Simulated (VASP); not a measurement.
A run of VASP 6.6.1:

File INCAR:

```
PREC = Accurate
ENCUT = 600
EDIFF = 1E-6
ISMEAR = -1
SIGMA = 0.1
LREAL = False
LASPH = True
NELM = 60
ALGO = Normal
ISIF = 3
LWAVE = False
LCHARG = False
GGA = PS
IBRION = 2
NSW = 80
EDIFFG = -0.01
```

File KPOINTS:

```
Automatic mesh
0
Gamma
  11 11 11
```

POSCAR

```
Cr
1.0
    0.0000000000      2.5297724266      2.5297724266
    2.5297724266      0.0000000000      2.5297724266
    2.5297724266      2.5297724266      0.0000000000
Cr
2
Direct
    0.1250000000      0.1250000000      0.1250000000
    0.8750000000      0.8750000000      0.8750000000
```

Potentials or basis: VASP PAW PBE potentials, release 64 (Cr_pv).

Launch:

```console
$ cat potpaw_PBE.64/Cr_pv/POTCAR > POTCAR
$ mpirun -np 1 vasp_std > vasp.out
```

Hardware: 1 thread of Intel Xeon 8259CL (shared host).

Question: Estimate the wall time of this run.

Answer: Wall time 120 s on 1 thread of Intel Xeon 8259CL (shared host), peak memory 0.19 GiB. Counts: scf iterations 27, k points 56, ion steps 3.
